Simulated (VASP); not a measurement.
# MgO (P-6m2) in VASP: notebook

Runs on MgO. Level: LDA. Tasks: single point.

All numbers are computed with VASP 6.6.1; they aren't measurements. Logs are shortened: lines on timing, memory, paths and dates and some standing lists are left out, and cuts for length are marked.

## (1) The cell of the first run

The structure is hexagonal, space group P-6m2 (No. 187). The conventional cell has a = 2.857 Å, b = 2.857 Å, c = 2.606 Å, α = 90.00°, β = 90.00°, γ = 120.00°. Mg (site symmetry -6m2) has 6 O at 2.10 Å and 2 Mg at 2.61 Å within 2.8 Å. O (site symmetry -6m2) has 6 Mg at 2.10 Å and 2 O at 2.61 Å within 2.8 Å.

## (2) Single point, LDA

The input, INCAR:

```
SYSTEM = MgO
PREC = Accurate
ENCUT = 520
EDIFF = 1E-6
ISMEAR = 0
SIGMA = 0.01
LREAL = .False.
LASPH = .True.
NELM = 100
ALGO = Normal
ISIF = 2
LWAVE = .False.
LCHARG = .False.
GGA = CA
NBANDS = 11
```

The input, KPOINTS:

```
regular mesh
0
Gamma
  7 7 6
  0 0 0
```

The input, POSCAR:

```
MgO
1.0
    2.8574854232      0.0000000000      0.0000000000
   -1.4287427116      2.4746550094      0.0000000000
    0.0000000000      0.0000000000      2.6062268258
Mg O
1 1
Direct
    0.0000000000      0.0000000000      0.0000000000
    0.3333333333      0.6666666667      0.5000000000
```

Potentials or basis: VASP PAW LDA potentials, release 64 (Mg, O).

Launch:

```sh
> cat potpaw_LDA.64/Mg/POTCAR potpaw_LDA.64/O/POTCAR > POTCAR
> mpirun -np 1 vasp_std > vasp.out
```

OUTCAR:

```text
SYSTEM = MgO
   PREC = Accurate
   ENCUT = 520
   EDIFF = 1E-6
   ISMEAR = 0
   LREAL = .False.
   LASPH = .True.
   NELM = 100
   ISIF = 2
   GGA = CA

 ion  position               nearest neighbor table
   1  0.000  0.000  0.000-   2 2.10   2 2.10   2 2.10   2 2.10   2 2.10   2 2.10
   2  0.333  0.667  0.500-   1 2.10   1 2.10   1 2.10   1 2.10   1 2.10   1 2.10

  LATTYP: Found a hexagonal cell.
 ALAT       =     2.8574854232
 C/A-ratio  =     0.9120700335

  Lattice vectors:

 A1 = (   2.8574854232,   0.0000000000,   0.0000000000)
 A2 = (  -1.4287427116,   2.4746550094,   0.0000000000)
 A3 = (   0.0000000000,   0.0000000000,   2.6062268258)

Analysis of symmetry for initial positions (statically):
=====================================================================
 Subroutine PRICEL returns:
 Original cell was already a primitive cell.

 Routine SETGRP: Setting up the symmetry group for a
 hexagonal supercell.

 Subroutine GETGRP returns: Found 12 space group operations
 (whereof 12 operations were pure point group operations)
 out of a pool of 24 trial point group operations.

The static configuration has the point symmetry D_3h.

Analysis of symmetry for dynamics (positions and initial velocities):
=====================================================================
 Subroutine PRICEL returns:
 Original cell was already a primitive cell.

 Routine SETGRP: Setting up the symmetry group for a
 hexagonal supercell.

 Subroutine GETGRP returns: Found 12 space group operations
 (whereof 12 operations were pure point group operations)
 out of a pool of 24 trial point group operations.

The dynamic configuration has the point symmetry D_3h.

 Subroutine INISYM returns: Found 12 space group operations
 (whereof 12 operations are pure point group operations),
 and found     1 'primitive' translations

----------------------------------------------------------------------------------------

                                     Primitive cell

  volume of cell :      18.4294

  direct lattice vectors                    reciprocal lattice vectors
     2.857485423  0.000000000  0.000000000     0.349958041  0.202048366  0.000000000
    -1.428742712  2.474655009  0.000000000     0.000000000  0.404096731  0.000000000
     0.000000000  0.000000000  2.606226826     0.000000000  0.000000000  0.383696457

  length of vectors
     2.857485423  2.857485460  2.606226826     0.404096736  0.404096731  0.383696457

  position of ions in fractional coordinates (direct lattice)
     0.000000000  0.000000000  0.000000000
     0.333333333  0.666666667  0.500000000

  ion indices of the primitive-cell ions
   primitive index   ion index
                 1           1
                 2           2

----------------------------------------------------------------------------------------

 KPOINTS: regular mesh

Automatic generation of k-mesh.
 Grid dimensions read from file:
 generate k-points for:    7    7    6

 Generating k-lattice:

  Cartesian coordinates                     Fractional coordinates (reciprocal lattice)
     0.049994006  0.028864052  0.000000000     0.142857143  0.000000000  0.000000000
     0.000000000  0.057728104  0.000000000     0.000000000  0.142857143  0.000000000
     0.000000000  0.000000000  0.063949410     0.000000000  0.000000000  0.166666667

  Length of vectors
     0.057728105  0.057728104  0.063949410

  Shift w.r.t. Gamma in fractional coordinates (k-lattice)
     0.000000000  0.000000000  0.000000000

 Subroutine IBZKPT returns following result:
 ===========================================

 Found     32 irreducible k-points:

 Following reciprocal coordinates:
            Coordinates               Weight
  0.000000  0.000000  0.000000      1.000000
  0.142857  0.000000  0.000000      6.000000
  0.285714 -0.000000  0.000000      6.000000
  0.428571  0.000000  0.000000      6.000000
  0.142857  0.142857  0.000000      6.000000
  0.285714  0.142857  0.000000     12.000000
[... 16 lines left out ...]
  0.428571  0.142857  0.333333     12.000000
  0.285714  0.285714  0.333333     12.000000
 [... further k-points ...]
   k-points           NKPTS =     32   k-points in BZ     NKDIM =     32   number of bands    NBANDS=     11
   number of dos      NEDOS =    301   number of ions     NIONS =      2
   total plane-waves  NPLWV =  11520
   dimension x,y,z NGX =    24 NGY =   24 NGZ =   20
   dimension x,y,z NGXF=    48 NGYF=   48 NGZF=   40
   ions per type =               1   1
   NGX,Y,Z   is equivalent  to a cutoff of  13.96, 13.96, 12.76 a.u.
   NGXF,Y,Z  is equivalent  to a cutoff of  27.93, 27.93, 25.52 a.u.
 SYSTEM =  MgO
   PREC   = accura    normal or accurate (medium, high low for compatibility)
   ISTART =      0    job   : 0-new  1-cont  2-samecut
   ICHARG =      2    charge: 1-file 2-atom 10-const
   ISPIN  =      1    spin polarized calculation?
   LNONCOLLINEAR =      F non collinear calculations
[... 57 lines left out ...]
 fundamental gap:      3.6098349703
 Fermi energy:         3.7755458510

 k-point     1 :       0.0000    0.0000    0.0000
  band No.  band energies     occupation
      1     -13.9758      2.00000
      2       2.9825      2.00000
      3       2.9825      2.00000
      4       3.2281      2.00000
      5       7.2473      0.00000
      6      15.5356      0.00000
      7      19.6408      0.00000
      8      19.6408      0.00000
      9      24.2300      0.00000
     10      25.5554      0.00000
     11      27.0870      0.00000

 k-point     2 :       0.1429    0.0000    0.0000
  band No.  band energies     occupation
      1     -13.7661      2.00000
      2       1.7427      2.00000
      3       2.8232      2.00000
      4       3.2945      2.00000
      5       8.3391      0.00000
      6      15.5804      0.00000
      7      18.1115      0.00000
      8      20.2237      0.00000
      9      25.1400      0.00000
     10      25.7150      0.00000
     11      27.4289      0.00000

 k-point     3 :       0.2857   -0.0000    0.0000
  band No.  band energies     occupation
      1     -13.2487      2.00000
      2      -0.2169      2.00000
      3       2.4894      2.00000
      4       3.4498      2.00000
      5       9.8520      0.00000
      6      14.7867      0.00000
      7      17.7625      0.00000
      8      21.4388      0.00000
      9      24.1189      0.00000
     10      25.3148      0.00000
     11      28.8307      0.00000

 k-point     4 :       0.4286    0.0000    0.0000
  band No.  band energies     occupation
      1     -12.7730      2.00000
      2      -1.5238      2.00000
      3       2.2420      2.00000
      4       3.5812      2.00000
      5      10.4472      0.00000
      6      14.8199      0.00000
      7      17.3136      0.00000
      8      22.2370      0.00000
      9      23.2603      0.00000
     10      26.0884      0.00000
     11      29.6072      0.00000

 k-point     5 :       0.1429    0.1429    0.0000
  band No.  band energies     occupation
      1     -13.4005      2.00000
      2       0.4089      2.00000
      3       2.3580      2.00000
      4       3.4059      2.00000
      5       9.6429      0.00000
      6      15.0719      0.00000
      7      17.7549      0.00000
      8      20.8444      0.00000
      9      24.4646      0.00000
     10      26.2757      0.00000
     11      27.1080      0.00000
[... 211 lines left out ...]
 k-point    21 :       0.1429    0.1429    0.3333
  band No.  band energies     occupation
      1     -12.5874      2.00000
      2      -0.4579      2.00000
      3       1.4058      2.00000
      4       2.8068      2.00000
      5      11.1780      0.00000
      6      15.3555      0.00000
      7      18.1014      0.00000
      8      20.5719      0.00000
      9      20.7860      0.00000
     10      24.2722      0.00000
     11      28.1617      0.00000

 k-point    22 :       0.2857    0.1429    0.3333
  band No.  band energies     occupation
      1     -12.1882      2.00000
      2      -0.0547      2.00000
      3       0.4230      2.00000
      4       2.2169      2.00000
      5      10.7668      0.00000
      6      15.5034      0.00000
      7      17.9233      0.00000
      8      19.3931      0.00000
      9      20.3992      0.00000
     10      25.8998      0.00000
     11      27.6710      0.00000

 k-point    23 :       0.4286    0.1429    0.3333
  band No.  band energies     occupation
      1     -11.9940      2.00000
      2      -0.3452      2.00000
      3       0.5045      2.00000
      4       1.9700      2.00000
      5      10.4921      0.00000
      6      15.1157      0.00000
      7      18.3260      0.00000
      8      19.2516      0.00000
      9      20.2803      0.00000
     10      26.6958      0.00000
     11      27.2446      0.00000

 k-point    24 :       0.2857    0.2857    0.3333
  band No.  band energies     occupation
      1     -11.9504      2.00000
      2       0.1106      2.00000
      3       0.5866      2.00000
      4       1.1115      2.00000
      5      10.7280      0.00000
      6      15.5486      0.00000
      7      18.0113      0.00000
      8      18.9645      0.00000
      9      20.1466      0.00000
     10      25.9372      0.00000
     11      30.1909      0.00000

 [... further k-points ...]
[... 5 lines left out ...]
  --------------------------------------------------------------------------------------
  -------------------------------------------------------------------------------------
  Total        0.0484568      0.0484568      0.2134257     -0.0000000      0.0000000      0.0000000
  in kB        4.2126369      4.2126370     18.5543761     -0.0000000      0.0000000      0.0000000
  external PRESSURE =       8.9932167 kB  Pullay stress =       0.0000000 kB

 VOLUME and BASIS-vectors are now :
 -----------------------------------------------------------------------------
  energy-cutoff  :      520.00
  volume of cell :       18.43
      direct lattice vectors                 reciprocal lattice vectors
     2.857485423  0.000000000  0.000000000     0.349958041  0.202048366  0.000000000
    -1.428742712  2.474655009  0.000000000     0.000000000  0.404096731  0.000000000
     0.000000000  0.000000000  2.606226826     0.000000000  0.000000000  0.383696457

 POSITION                                       TOTAL-FORCE (eV/Angst)
 -----------------------------------------------------------------------------------
      0.00000      0.00000      0.00000         0.000000     -0.000000      0.000000
     -0.00000      1.64977      1.30311        -0.000000      0.000000      0.000000
 -----------------------------------------------------------------------------------
    total drift:                                0.000000     -0.000001     -0.000000

  FREE ENERGIE OF THE ION-ELECTRON SYSTEM (eV)
  ---------------------------------------------------
  free  energy   TOTEN  =       -12.7279158955 eV

  energy  without entropy=      -12.7279158955  energy(sigma->0) =      -12.72791590
```

Wall time 4.1 s (1 thread of Intel Xeon Platinum 8259CL at 2.50GHz (Skylake/Cascade Lake), shared host); peak memory 0.13 GiB.

Results:

```
Free energy            : -12.7279 eV
Pressure               : 0.9 GPa
Band gap on the k mesh : 3.61 eV, indirect (least direct gap 4.02 eV)
```

A k mesh can miss the band edges. A hybrid or GW would open this gap; LDA tends to underestimate it.

## (3) Single point, LDA

This run uses another cell than the first one, of 9.48 Å³/atom, 1.029 times its volume.

The input, INCAR:

```
  PREC = Accurate
  ENCUT = 520
  EDIFF = 1E-6
  ISMEAR = 0
  SIGMA = 0.01
  LREAL = F
  LASPH = T
  NELM = 80
  ALGO = Normal
  ISIF = 2
  LWAVE = F
  LCHARG = T
  LELF = T
  LVHAR = T
  NBANDS = 11
```

The input, KPOINTS:

```
regular mesh
0
Gamma
  7 7 6
```

The input, POSCAR:

```
MgO
1.0
    2.8848314429      0.0000000000      0.0000000000
   -1.4424157215      2.4983373576      0.0000000000
    0.0000000000      0.0000000000      2.6311683109
Mg O
1 1
Direct
    0.0000000000      0.0000000000      0.0000000000
    0.3333333333      0.6666666667      0.5000000000
```

Potentials or basis: VASP PAW LDA potentials, release 64 (Mg, O).

Launch:

```sh
> cat potpaw_LDA.64/Mg/POTCAR potpaw_LDA.64/O/POTCAR > POTCAR
> mpirun -np 1 vasp_std > vasp.out
```

Run time: 4.4 s. Hardware: 1 thread of Intel Xeon Platinum 8259CL at 2.50GHz (Skylake/Cascade Lake), shared host; peak memory 0.13 GiB.

The run converged. Its results:

- Free energy: -12.7238 eV
- Pressure: -3.7 GPa
- Band gap on the k mesh: 3.38 eV, indirect (least direct gap 3.78 eV)

Stress tensor (GPa, compression positive):
```
-3.75  0.00  0.00
 0.00 -3.75  0.00
 0.00  0.00 -3.47
```

Levels at points of the mesh, in eV from the valence-band top:
```
           k point  band 2  band 3  band 4  band 5  band 6  band 7
(0.00, 0.00, 0.00)   -0.63   -0.63   -0.40    3.38   11.81   15.76
(0.00, 0.00, 0.50)   -5.68   -0.08   -0.08    8.65    9.33   17.71
```

A k mesh can miss the band edges. As with any semilocal functional, this LDA gap is likely too small.

## (4) Single point, LDA

This run uses another cell than the first one, of 9.75 Å³/atom, 1.058 times its volume.

The input, INCAR:

```
SYSTEM = MgO
ALGO = Normal
EDIFF = 1E-6
ENCUT = 520
GGA = CA
ISIF = 2
ISMEAR = 0
LASPH = .True.
LCHARG = .False.
LREAL = .False.
LWAVE = .False.
NBANDS = 11
NELM = 100
PREC = Accurate
SIGMA = 0.01
```

The input, KPOINTS:

```
k-points
0
Gamma
  7 7 6
  0 0 0
```

The input, POSCAR:

```
MgO
1.0
    2.9116686253      0.0000000000      0.0000000000
   -1.4558343127      2.5215790397      0.0000000000
    0.0000000000      0.0000000000      2.6556457008
Mg O
1 1
Direct
    0.0000000000      0.0000000000      0.0000000000
    0.3333333333      0.6666666667      0.5000000000
```

Launch:

```sh
> cat potpaw_LDA.64/Mg/POTCAR potpaw_LDA.64/O/POTCAR > POTCAR
> mpirun -np 1 vasp_std > vasp.out
```

It took 4.2 s on 1 thread of Intel Xeon Platinum 8259CL at 2.50GHz (Skylake/Cascade Lake), shared host; peak memory 0.12 GiB.

It converged, with:

```
Free energy            : -12.7055 eV
Pressure               : -7.6 GPa
Band gap on the k mesh : 3.16 eV, indirect (least direct gap 3.56 eV)
```

Stress tensor (GPa, compression positive):
```
-7.35  0.00  0.00
 0.00 -7.35  0.00
 0.00  0.00 -8.06
```

Levels at points of the mesh, in eV from the valence-band top:
```tsv
k point	band 1	band 2	band 3	band 4	band 5	band 6	band 7	band 8	band 9
(0.00, 0.00, 0.00)	-17.29	-0.61	-0.61	-0.40	3.16	11.73	15.53	15.53	19.95
(0.00, 0.00, 0.50)	-16.11	-5.54	-0.08	-0.08	8.40	9.10	17.51	17.51	18.47
```

A k mesh can miss the band edges. LDA gaps usually lie below the measured ones, often by a third to a half.

## (5) Single point, LDA

This run uses another cell than the first one, of 10.02 Å³/atom, 1.087 times its volume.

The input, INCAR:

```
PREC = Accurate
ENCUT = 520
EDIFF = 1E-6
ISMEAR = 0
SIGMA = 0.01
LREAL = False
LASPH = True
NELM = 80
ALGO = Normal
ISIF = 2
LWAVE = False
LCHARG = True
LELF = True
LVHAR = True
NBANDS = 11
```

The input, KPOINTS:

```
Automatic mesh
0
Gamma
  7 7 6
```

The input, POSCAR:

```
MgO
1.0
    2.9380200000      0.0000000000      0.0000000000
   -1.4690100000      2.5444000000      0.0000000000
    0.0000000000      0.0000000000      2.6796800000
Mg O
1 1
Direct
    0.0000000000      0.0000000000      0.0000000000
    0.3333333333      0.6666666667      0.5000000000
```

Launch:

```sh
> cat potpaw_LDA.64/Mg/POTCAR potpaw_LDA.64/O/POTCAR > POTCAR
> mpirun -np 1 vasp_std > vasp.out
```

Wall time 4.5 s (1 thread of Intel Xeon Platinum 8259CL at 2.50GHz (Skylake/Cascade Lake), shared host); peak memory 0.12 GiB.

It converged, with:

- Free energy: -12.6750 eV
- Pressure: -11.0 GPa
- Band gap on the k mesh: 2.96 eV, indirect (least direct gap 3.35 eV)

Stress tensor (GPa, compression positive):
```
-10.45   0.00   0.00
  0.00 -10.45   0.00
  0.00   0.00 -12.02
```

Levels at points of the mesh, in eV from the valence-band top:
```tsv
k point	band 1	band 2	band 3	band 4	band 5	band 6	band 7	band 8
(0.00, 0.00, 0.00)	-17.15	-0.59	-0.59	-0.39	2.96	11.64	15.31	15.31
(0.00, 0.00, 0.50)	-16.02	-5.41	-0.07	-0.07	8.16	8.88	17.31	17.31
```

## (6) Single point, LDA

This run uses another cell than the first one, of 10.28 Å³/atom, 1.116 times its volume.

The input, INCAR:

```
SYSTEM = MgO
  ALGO = Normal
  EDIFF = 1E-6
  ENCUT = 520
  GGA = CA
  ISIF = 2
  ISMEAR = 0
  LASPH = .True.
  LCHARG = .False.
  LREAL = .False.
  LWAVE = .False.
  NBANDS = 11
  NELM = 100
  PREC = Accurate
  SIGMA = 0.01
```

The input, KPOINTS:

```
k-points
0
Gamma
  7 7 6
  0 0 0
```

The input, POSCAR:

```
MgO
1.0
    2.9639069726      0.0000000000      0.0000000000
   -1.4819534863      2.5668187763      0.0000000000
    0.0000000000      0.0000000000      2.7032907320
Mg O
1 1
Direct
    0.0000000000      0.0000000000      0.0000000000
    0.3333333333      0.6666666667      0.5000000000
```

Potentials or basis: VASP PAW LDA potentials, release 64 (Mg, O).

Launch:

```sh
> cat potpaw_LDA.64/Mg/POTCAR potpaw_LDA.64/O/POTCAR > POTCAR
> mpirun -np 1 vasp_std > vasp.out
```

It took 4.5 s on 1 thread of Intel Xeon Platinum 8259CL at 2.50GHz (Skylake/Cascade Lake), shared host; peak memory 0.12 GiB.

The run converged. Its results:

| Quantity | Value |
| --- | --- |
| Free energy | -12.6339 eV |
| Pressure | -13.9 GPa |
| Band gap on the k mesh | 2.77 eV, indirect (least direct gap 3.15 eV) |

Stress tensor (GPa, compression positive):
```
-13.13   0.00   0.00
  0.00 -13.13   0.00
  0.00   0.00 -15.44
```

Levels at points of the mesh, in eV from the valence-band top:
```tsv
k point	band 2	band 3	band 4	band 5	band 6	band 7
(0.00, 0.00, 0.00)	-0.57	-0.57	-0.39	2.77	11.56	15.09
(0.00, 0.00, 0.50)	-5.29	-0.07	-0.07	7.94	8.67	17.12
```

## (7) Summary

| cell | gap on the mesh (eV) | pressure (GPa) |
| --- | --- | --- |
| a = 2.857, b = 2.857, c = 2.606 Å, angles 90.0, 90.0, 120.0°, 2 atoms | 3.61 | 0.9 |
| a = 2.885, b = 2.885, c = 2.631 Å, angles 90.0, 90.0, 120.0°, 2 atoms | 3.38 | -3.7 |
| a = 2.912, b = 2.912, c = 2.656 Å, angles 90.0, 90.0, 120.0°, 2 atoms | 3.16 | -7.6 |
| a = 2.938, b = 2.938, c = 2.680 Å, angles 90.0, 90.0, 120.0°, 2 atoms | 2.96 | -11.0 |
| a = 2.964, b = 2.964, c = 2.703 Å, angles 90.0, 90.0, 120.0°, 2 atoms | 2.77 | -13.9 |

Alike in all rows: task single point; level LDA; potentials or basis VASP PAW LDA potentials, release 64 (Mg, O); no spin polarisation; k mesh 7 × 7 × 6; cutoff (eV) 520; smearing gaussian 0.01 eV.

Total energies depend on the potentials used, so only differences within one code and one set of settings carry meaning.
